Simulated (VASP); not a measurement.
# CoO (P6_3mc) in VASP: notebook

CoO is run at these levels: PBE; tasks: single point.

All numbers are computed with VASP 6.6.1; they aren't measurements. Logs are shortened: lines on timing, memory, paths and dates and some standing lists are left out, and cuts for length are marked.

## (1) The cell of the first run

It takes space group P6_3mc (No. 186, hexagonal). The conventional cell has a = 3.143 Å, b = 3.143 Å, c = 5.394 Å, α = 90.00°, β = 90.00°, γ = 120.00°. Co (site symmetry 3m) has 4 O at 1.92 to 1.97 Å within 2.5 Å. O (site symmetry 3m) has 4 Co at 1.92 to 1.97 Å within 2.5 Å.

## (2) Single point, PBE, collinear spin, antiferromagnetic start (uniaxial strain along c: +2.0 %, then relaxed in part)

The input, INCAR:

```
SYSTEM = CoO
  PREC = Accurate
  ENCUT = 520
  EDIFF = 1E-7
  ISMEAR = 0
  SIGMA = 0.01
  LREAL = .FALSE.
  LASPH = .TRUE.
  NELM = 150
  ALGO = Normal
  ISIF = 2
  LWAVE = .FALSE.
  LCHARG = .TRUE.
  ISPIN = 2
  MAGMOM = -2.32 2.32 0.17 -0.17
  LORBIT = 11
  LMAXMIX = 4
  GGA = PE
  LELF = .TRUE.
  LVHAR = .TRUE.
  NBANDS = 27
```

The input, KPOINTS:

```
regular mesh
0
G
  12 12 8
  0 0 0
```

The input, POSCAR:

```
CoO
1.0
    3.1429593497      0.0000000000      0.0000000000
   -1.5714796749      2.7218826399      0.0000000000
    0.0000000000      0.0000000000      5.3942720825
Co O
2 2
Direct
    0.0000000111     -0.0000000111      0.0094221480
    0.3333333228      0.6666666772      0.5094221676
   -0.0000000016      0.0000000016      0.3655783353
    0.3333333343      0.6666666657      0.8655783490
```

Potentials or basis: VASP PAW PBE potentials, release 64 (Co, O).

Started as:

```
$ cat potpaw_PBE.64/Co/POTCAR potpaw_PBE.64/O/POTCAR > POTCAR
$ mpirun -np 1 vasp_std > vasp.out
```

OUTCAR:

```text
SYSTEM = CoO
   PREC = Accurate
   ENCUT = 520
   EDIFF = 1E-7
   ISMEAR = 0
   LREAL = .FALSE.
   LASPH = .TRUE.
   NELM = 150
   ISIF = 2
   ISPIN = 2
   LORBIT = 11
   GGA = PE

 ion  position               nearest neighbor table
   1  0.000  1.000  0.009-   3 1.92   4 1.97   4 1.97   4 1.97
   2  0.333  0.667  0.509-   4 1.92   3 1.97   3 1.97   3 1.97
   3  1.000  0.000  0.366-   1 1.92   2 1.97   2 1.97   2 1.97
   4  0.333  0.667  0.866-   2 1.92   1 1.97   1 1.97   1 1.97

  LATTYP: Found a hexagonal cell.
 ALAT       =     3.1429593497
 C/A-ratio  =     1.7163034842

  Lattice vectors:

 A1 = (   3.1429593497,   0.0000000000,   0.0000000000)
 A2 = (  -1.5714796749,   2.7218826399,   0.0000000000)
 A3 = (   0.0000000000,   0.0000000000,   5.3942720825)

Analysis of symmetry for initial positions (statically):
=====================================================================
 Subroutine PRICEL returns:
 Original cell was already a primitive cell.

 Routine SETGRP: Setting up the symmetry group for a
 hexagonal supercell.

 Subroutine GETGRP returns: Found 12 space group operations
 (whereof  6 operations were pure point group operations)
 out of a pool of 24 trial point group operations.

The static configuration has the point symmetry C_3v.
 The point group associated with its full space group is C_6v.

Analysis of symmetry for dynamics (positions and initial velocities):
=====================================================================
 Subroutine PRICEL returns:
 Original cell was already a primitive cell.

 Routine SETGRP: Setting up the symmetry group for a
 hexagonal supercell.

 Subroutine GETGRP returns: Found 12 space group operations
 (whereof  6 operations were pure point group operations)
 out of a pool of 24 trial point group operations.

The dynamic configuration has the point symmetry C_3v.
 The point group associated with its full space group is C_6v.

Analysis of structural, dynamic, and magnetic symmetry:
=====================================================================
 Subroutine PRICEL returns:
 Original cell was already a primitive cell.

 Routine SETGRP: Setting up the symmetry group for a
 hexagonal supercell.

 Subroutine GETGRP returns: Found 12 space group operations
 (whereof  6 operations were pure point group operations)
 out of a pool of 24 trial point group operations.

The overall configuration has the point symmetry C_3v.
 The point group associated with its full space group is C_6v.

 Subroutine INISYM returns: Found 12 space group operations
 (whereof  6 operations are pure point group operations),
 and found     1 'primitive' translations

----------------------------------------------------------------------------------------

                                     Primitive cell

  volume of cell :      46.1467

  direct lattice vectors                    reciprocal lattice vectors
     3.142959350  0.000000000  0.000000000     0.318171471  0.183696385  0.000000000
    -1.571479675  2.721882640  0.000000000     0.000000000  0.367392769  0.000000000
     0.000000000  0.000000000  5.394272082     0.000000000  0.000000000  0.185381824

  length of vectors
     3.142959350  3.142959350  5.394272082     0.367392769  0.367392769  0.185381824

  position of ions in fractional coordinates (direct lattice)
     0.000000011  0.999999989  0.009422148
     0.333333323  0.666666677  0.509422168
     0.999999998  0.000000002  0.365578335
     0.333333334  0.666666666  0.865578349

  ion indices of the primitive-cell ions
   primitive index   ion index
                 1           1
                 2           2
                 3           3
                 4           4

----------------------------------------------------------------------------------------

 KPOINTS: regular mesh

Automatic generation of k-mesh.
 Grid dimensions read from file:
 generate k-points for:   12   12    8

 Generating k-lattice:

  Cartesian coordinates                     Fractional coordinates (reciprocal lattice)
     0.026514289  0.015308032  0.000000000     0.083333333  0.000000000  0.000000000
     0.000000000  0.030616064  0.000000000     0.000000000  0.083333333  0.000000000
     0.000000000  0.000000000  0.023172728     0.000000000  0.000000000  0.125000000

  Length of vectors
     0.030616064  0.030616064  0.023172728

  Shift w.r.t. Gamma in fractional coordinates (k-lattice)
     0.000000000  0.000000000  0.000000000

 Subroutine IBZKPT returns following result:
 ===========================================

 Found     95 irreducible k-points:

 Following reciprocal coordinates:
            Coordinates               Weight
  0.000000  0.000000  0.000000      1.000000
  0.083333  0.000000  0.000000      6.000000
  0.166667  0.000000  0.000000      6.000000
  0.250000  0.000000  0.000000      6.000000
  0.333333  0.000000  0.000000      6.000000
  0.416667  0.000000  0.000000      6.000000
[... 16 lines left out ...]
  0.250000  0.000000  0.125000     12.000000
  0.333333  0.000000  0.125000     12.000000
 [... further k-points ...]
   k-points           NKPTS =     95   k-points in BZ     NKDIM =     95   number of bands    NBANDS=     27
   number of dos      NEDOS =    301   number of ions     NIONS =      4
   total plane-waves  NPLWV =  23040
   dimension x,y,z NGX =    24 NGY =   24 NGZ =   40
   dimension x,y,z NGXF=    48 NGYF=   48 NGZF=   80
   ions per type =               2   2
   NGX,Y,Z   is equivalent  to a cutoff of  12.69, 12.69, 12.33 a.u.
   NGXF,Y,Z  is equivalent  to a cutoff of  25.39, 25.39, 24.66 a.u.
 SYSTEM =  CoO
   PREC   = accura    normal or accurate (medium, high low for compatibility)
   ISTART =      0    job   : 0-new  1-cont  2-samecut
   ICHARG =      2    charge: 1-file 2-atom 10-const
   ISPIN  =      2    spin polarized calculation?
   LNONCOLLINEAR =      F non collinear calculations
   LSORBIT =      F    spin-orbit coupling
   LASPH  =      T    aspherical Exc in radial PAW
   ENCUT  =  520.0 eV  38.22 Ry    6.18 a.u.   5.84  5.84 10.03*2*pi/ulx,y,z
   NELM   =    150;   NELMIN=  2; NELMDL= -5     # of ELM steps
   EDIFF  = 0.1E-06   stopping-criterion for ELM
   LREAL  =      F    real-space projection
   EDIFFG = 0.1E-05   stopping-criterion for IOM
   NSW    =      0    number of steps for IOM
   IBRION =     -1    ionic relax: 0-MD 1-quasi-New 2-CG
   NFREE  =      0    steps in history (QN), initial steepest desc. (CG)
   ISIF   =      2    stress and relaxation
   ISYM   =      2    0-nonsym 1-usesym 2-fastsym
   POTIM  = 0.5000    time-step for ionic-motion
   TEBEG  =    0.0;   TEEND  =   0.0 temperature during run
   PSTRESS=    0.0 pullay stress
   NELECT =      30.0000    total number of electrons
   NUPDOWN=      -1.0000    fix difference up-down
   EMIN   =  10.00;   EMAX   =-10.00  energy-range for DOS
   EFERMI =   0.00;   METHOD = LEGACY
   ISMEAR =     0;   SIGMA  =   0.01  broadening in eV -4-tet -1-fermi 0-gaus
   EFERMI_NEDOS =   21; number of points for ismear=-14 and -15
   IALGO  =     38    algorithm
   IMIX   =      4    mixing-type and parameters
     AMIX     =   0.40;   BMIX     =  1.00
     AMIX_MAG =   1.60;   BMIX_MAG =  1.00
  volume/ion in A,a.u.               =      11.54        77.85
  Fermi-wavevector in a.u.,A,eV,Ry     =   1.418192  2.679994 27.364955  2.011267
  Thomas-Fermi vector in A             =   2.539343
   LORBIT       =     11    0 simple, 1 ext, 2 COOP (PROOUT), +10 PAW based schemes
   GGA     = PE    functional components
   LHFCALC =     F    Hartree Fock is set to
   AEXX    =    0.0000 exact exchange contribution
   IVDW    =     0    specifies the selected vdW correction
   LEPSILON=     F    determine dielectric tensor
   LRPA    =     F    only Hartree local field effects (RPA)
 spin polarized calculation
 Gauss-broadening in eV      SIGMA  =   0.01
  energy-cutoff  :      520.00
  volume of cell :       46.15
 maximum number of plane-waves:      1275
 NGX is ok and might be reduce to    24
   NGX = 11   NGY = 11   NGZ = 21

 number of electron      30.0000000 magnetization      -0.0000000

 number of electron      29.9999995 magnetization       0.0000000

 Free energy of the ion-electron system (eV)
  ---------------------------------------------------
  ext. energy  EPLUGINS =         0.00000000
  ---------------------------------------------------
  free energy    TOTEN  =       -26.77669924 eV

  energy without entropy =      -26.77669924  energy(sigma->0) =      -26.77669924

 E-fermi :   6.1720     XC(G=0): -11.1353

 val. band max:        6.0643645517   @ k =   0.0000   0.0000   0.5000
 cond. band min:       6.2151733304   @ k =   0.5000   0.0000   0.0000
 fundamental gap:      0.1508087787
 Fermi energy:         6.1719964309

 spin component 1

 k-point     1 :       0.0000    0.0000    0.0000
  band No.  band energies     occupation
      1     -13.7706      1.00000
      2     -13.1076      1.00000
      3      -0.9331      1.00000
      4       0.1259      1.00000
      5       0.3925      1.00000
      6       0.3925      1.00000
[... 19 lines left out ...]
     26      21.6036      0.00000
     27      22.7720      0.00000

 k-point     2 :       0.0833    0.0000    0.0000
  band No.  band energies     occupation
      1     -13.7335      1.00000
      2     -13.0875      1.00000
      3      -0.8569      1.00000
      4       0.1547      1.00000
      5       0.2954      1.00000
      6       0.4102      1.00000
[... 652 lines left out ...]
 k-point    24 :       0.3333    0.0000    0.1250
  band No.  band energies     occupation
      1     -13.3247      1.00000
      2     -12.8988      1.00000
      3      -0.5336      1.00000
      4      -0.1864      1.00000
      5       0.3983      1.00000
      6       0.5092      1.00000
[... 19 lines left out ...]
     26      20.7352      0.00000
     27      21.7015      0.00000

 [... further k-points ...]

 spin component 2

 k-point     1 :       0.0000    0.0000    0.0000
  band No.  band energies     occupation
      1     -13.7706      1.00000
      2     -13.1076      1.00000
      3      -0.9331      1.00000
      4       0.1259      1.00000
      5       0.3925      1.00000
      6       0.3925      1.00000
[... 19 lines left out ...]
     26      21.6036      0.00000
     27      22.7720      0.00000

 k-point     2 :       0.0833    0.0000    0.0000
  band No.  band energies     occupation
      1     -13.7335      1.00000
      2     -13.0875      1.00000
      3      -0.8569      1.00000
      4       0.1547      1.00000
      5       0.2954      1.00000
      6       0.4102      1.00000
[... 652 lines left out ...]
 k-point    24 :       0.3333    0.0000    0.1250
  band No.  band energies     occupation
      1     -13.3248      1.00000
      2     -12.8987      1.00000
      3      -0.5591      1.00000
      4      -0.1093      1.00000
      5       0.2843      1.00000
      6       0.5658      1.00000
[... 19 lines left out ...]
     26      20.7525      0.00000
     27      21.7090      0.00000

 [... further k-points ...]

------------------------ aborting loop because EDIFF is reached ----------------------------------------

  FORCE on cell =-STRESS in cart. coord.  units (eV):
  Direction    XX          YY          ZZ          XY          YZ          ZX
  --------------------------------------------------------------------------------------
  -------------------------------------------------------------------------------------
  Total        0.0112274      0.0112274     -1.1591922     -0.0000000     -0.0000000      0.0000000
  in kB        0.3898071      0.3898071    -40.2462150     -0.0000000     -0.0000000      0.0000000
  external PRESSURE =     -13.1555336 kB  Pullay stress =       0.0000000 kB

 VOLUME and BASIS-vectors are now :
 -----------------------------------------------------------------------------
  energy-cutoff  :      520.00
  volume of cell :       46.15
      direct lattice vectors                 reciprocal lattice vectors
     3.142959350  0.000000000  0.000000000     0.318171471  0.183696385  0.000000000
    -1.571479675  2.721882640  0.000000000     0.000000000  0.367392769  0.000000000
     0.000000000  0.000000000  5.394272082     0.000000000  0.000000000  0.185381824

 POSITION                                       TOTAL-FORCE (eV/Angst)
 -----------------------------------------------------------------------------------
     -1.57148      2.72188      0.05083        -0.000000      0.000000     -0.005901
     -0.00000      1.81459      2.74796         0.000000      0.000000     -0.005901
      3.14296      0.00000      1.97203        -0.000000      0.000000      0.005901
      0.00000      1.81459      4.66917         0.000000     -0.000000      0.005901
 -----------------------------------------------------------------------------------
    total drift:                                0.000065     -0.000037      0.001668

  FREE ENERGIE OF THE ION-ELECTRON SYSTEM (eV)
  ---------------------------------------------------
  free  energy   TOTEN  =       -26.7766992434 eV

  energy  without entropy=      -26.7766992434  energy(sigma->0) =      -26.77669924

 total charge

# of ion       s       p       d       tot
------------------------------------------
    1        0.344   0.428   7.216   7.988
    2        0.344   0.428   7.216   7.988
    3        1.553   3.436   0.000   4.988
    4        1.553   3.436   0.000   4.988
--------------------------------------------------
tot          3.793   7.727  14.432  25.953

 magnetization (x)

# of ion       s       p       d       tot
------------------------------------------
    1       -0.007  -0.040  -2.233  -2.280
    2        0.007   0.040   2.233   2.280
    3        0.011   0.151   0.000   0.162
    4       -0.011  -0.151   0.000  -0.162
--------------------------------------------------
tot          0.000   0.000   0.000   0.000
```

It took 6.2 min on 1 thread of Oxide Virtual Turin-like, shared host; peak memory 0.26 GiB.

Results:

```
Free energy                                           : -26.7767 eV
Pressure                                              : -1.3 GPa
Largest force                                         : 0.006 eV/Å
Band gap on the k mesh                                : 0.15 eV (least direct gap 0.24 eV)
Net moment                                            : 0.00 μB per cell
Site moments                                          : Co -2.28, +2.28; O +0.16, -0.16 μB
Valence electrons inside the program's atomic spheres : Co 7.99; O 4.99
```

Forces on the atoms (eV/Å):
```
Co   0.000  0.000 -0.006
Co   0.000  0.000 -0.006
O    0.000  0.000  0.006
O    0.000  0.000  0.006
```

Caveat: the cell differs from its parent crystal (uniaxial strain along c: +2.0 %, then relaxed in part). A k mesh can miss the band edges.

## (3) Single point, PBE, collinear spin, antiferromagnetic start (equal strain along all axes, cell held: +1.0 %, then relaxed in part)

The input, INCAR:

```
ALGO = Normal ; EDIFF = 1E-7
ENCUT = 520 ; GGA = PE
ISIF = 2 ; ISMEAR = 0
ISPIN = 2 ; LASPH = True
LCHARG = True ; LELF = True
LMAXMIX = 4 ; LORBIT = 11
LREAL = False ; LVHAR = True
LWAVE = False ; MAGMOM = -2.32 2.32 0.17 -0.17
NBANDS = 27 ; NELM = 150
PREC = Accurate ; SIGMA = 0.01
```

The input, KPOINTS:

```
k-points
0
Gamma
  12 12 8
```

The input, POSCAR:

```
CoO
1.0
    3.1990602222      0.0000000000      0.0000000000
   -1.5995301111      2.7704674207      0.0000000000
    0.0000000000      0.0000000000      5.3413870836
Co O
2 2
Direct
    0.0000000000      0.0000000000      0.0069013523
    0.3333333333      0.6666666667      0.5069118784
    0.0000000000      0.0000000000      0.3681060962
    0.3333333333      0.6666666667      0.8680816731
```

Potentials or basis: VASP PAW PBE potentials, release 64 (Co, O).

Started as:

```
$ cat potpaw_PBE.64/Co/POTCAR potpaw_PBE.64/O/POTCAR > POTCAR
$ mpirun -np 1 vasp_std > vasp.out
```

It took 8.3 min on 1 thread of Oxide Virtual Turin-like, shared host; peak memory 0.32 GiB.

Results (log left out):

```
Free energy                                           : -26.7731 eV
Pressure                                              : -3.7 GPa
Largest force                                         : 0.006 eV/Å
Band gap on the k mesh                                : 0.23 eV (least direct gap 0.28 eV)
Net moment                                            : 0.00 μB per cell
Site moments                                          : Co -2.31, +2.31; O +0.15, -0.15 μB
Valence electrons inside the program's atomic spheres : Co 7.95; O 4.98
```

Forces in eV/Å, atoms in the order of the input:
```
Co   0.000  0.000 -0.004
Co   0.000  0.000 -0.006
O    0.000  0.000  0.004
O    0.000  0.000  0.006
```

Stress tensor (GPa, compression positive):
```
-3.34  0.00  0.00
 0.00 -3.34  0.00
 0.00  0.00 -4.45
```

Levels at points of the mesh, in eV from the valence-band top:
Spin up:
```tsv
k point	band 13	band 14	band 15	band 16	band 17	band 18
(0.00, 0.00, 0.00)	-0.97	-0.05	-0.05	0.29	1.75	2.13
(0.50, 0.00, 0.00)	-1.33	-0.23	-0.05	0.23	0.90	1.49
(0.00, 0.00, 0.50)	-0.94	0.00	0.00	0.97	2.00	2.00
(0.50, 0.00, 0.50)	-1.19	-0.36	-0.19	0.38	1.04	1.38
```
Spin down:
```csv
k point,band 12,band 13,band 14,band 15,band 16,band 17,band 18,band 19
"(0.00, 0.00, 0.00)",-0.97,-0.97,-0.05,-0.05,0.29,1.75,2.13,2.13
"(0.50, 0.00, 0.00)",-1.73,-1.33,-0.23,-0.05,0.23,0.90,1.49,5.80
"(0.00, 0.00, 0.50)",-0.94,-0.94,0.00,0.00,0.97,2.00,2.00,2.66
"(0.50, 0.00, 0.50)",-1.49,-1.19,-0.36,-0.19,0.38,1.04,1.38,5.46
```

Caveat: the cell differs from its parent crystal (equal strain along all axes, cell held: +1.0 %, then relaxed in part); the cell stands under tension. A k mesh can miss the band edges.
